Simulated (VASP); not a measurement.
TiO2, 3 atoms in the cell. Symmetry: Fm-3m, No. 225, cubic system. Conventional cell: a = 4.794 Å, b = 4.794 Å, c = 4.794 Å, α = 90.00°, β = 90.00°, γ = 90.00°. Ti (site symmetry m-3m) has 8 O at 2.08 Å within 2.7 Å. Within 2.7 Å of O (site symmetry -43m) lie 4 Ti at 2.08 Å and 6 O at 2.40 Å. 

```yaml
Program: VASP 6.6.1
Task: single point
Functional: r2SCAN
Potentials_or_basis: VASP PAW PBE potentials, release 64 (Ti_sv, O)
Cutoff: 520 eV
k_mesh: 4 × 4 × 4
Occupations: gaussian, width 0.01 eV
Spin: no spin polarisation
Dipole_correction: no
Further_INCAR_settings: ALGO = Normal; EDIFF = 1e-06; NBANDS = 19
```

Potentials or basis: VASP PAW PBE potentials, release 64 (Ti_sv, O).

Launch:

```bash
$ cat potpaw_PBE.64/Ti_sv/POTCAR potpaw_PBE.64/O/POTCAR > POTCAR
$ cp INCAR.step1 INCAR
$ mpirun -np 1 vasp_std > vasp.out
$ cp INCAR.step2 INCAR
$ mpirun -np 1 vasp_std > vasp.out
```

Hardware: 1 thread of AMD EPYC 7R43 64-Core Processor (Zen 3) (shared host).

How long does it take, and how much memory?

Wall time 66 s on 1 thread of AMD EPYC 7R43 64-Core Processor (Zen 3), with other jobs on the host, peak memory 0.13 GiB. Counts: k points 8.
